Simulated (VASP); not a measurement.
**TaHPd: single point with r2SCAN**

Crystal: TaHPd.

```
Pd Ta H
1.0
     3.06305    0.00000    0.00000
     0.00000    3.06305    0.00000
     0.00000    0.00000    7.75457
Pd Ta H
2 2 2
Direct
  0.00000 0.50000 0.90000
  0.50000 0.00000 0.10000
  0.00000 0.50000 0.33500
  0.50000 0.00000 0.66500
  0.00000 0.50000 0.61700
  0.50000 0.00000 0.38300
```

```json
{
  "Program": "VASP 6.6.1",
  "Task": "single point",
  "Functional": "r2SCAN",
  "Potentials or basis": "VASP PAW PBE potentials, release 64 (Pd, Ta_pv, H)",
  "Cutoff": "520 eV",
  "k mesh": "6 × 6 × 3",
  "Occupations": "tetrahedron",
  "Spin": "no spin polarisation"
}
```

```
Pressure               : -10.0 GPa
Largest force          : 1.450 eV/Å
Band gap on the k mesh : zero (band 22 reaches 8.67 eV, above the bottom of band 23 at 7.34 eV)
```

Forces on the atoms (eV/Å):
```
Pd   0.000  0.000 -1.450
Pd   0.000  0.000  1.450
Ta   0.000  0.000  0.753
Ta   0.000  0.000 -0.753
H    0.000  0.000 -0.273
H    0.000  0.000  0.273
```

Stress tensor (GPa, compression positive):
```
-11.21   0.00   0.00
  0.00 -11.21   0.00
  0.00   0.00  -7.57
```

Levels at points of the mesh, in eV from the Fermi level:
| k point | band 20 | band 21 | band 22 | band 23 | band 24 | band 25 |
| --- | --- | --- | --- | --- | --- | --- |
| (0.00, 0.00, 0.00) | -1.43 | -1.17 | -0.53 | -0.09 | 1.09 | 1.09 |
| (0.50, 0.00, 0.00) | -1.92 | -0.91 | -0.91 | -0.28 | -0.28 | 1.07 |
| (0.50, 0.50, 0.00) | -1.37 | 1.05 | 1.05 | 1.81 | 1.81 | 2.47 |

Run time: 100 s on 1 thread of Intel(R) Xeon(R) Platinum 8488C (Sapphire Rapids) (shared host), peak memory 0.21 GiB.

Caveat: the PAW data sets were made with another functional, which shifts forces and pressure a little; spin-orbit coupling is left out, which moves the levels of the heavy elements; tetrahedron occupations give inexact forces and stress in metals.
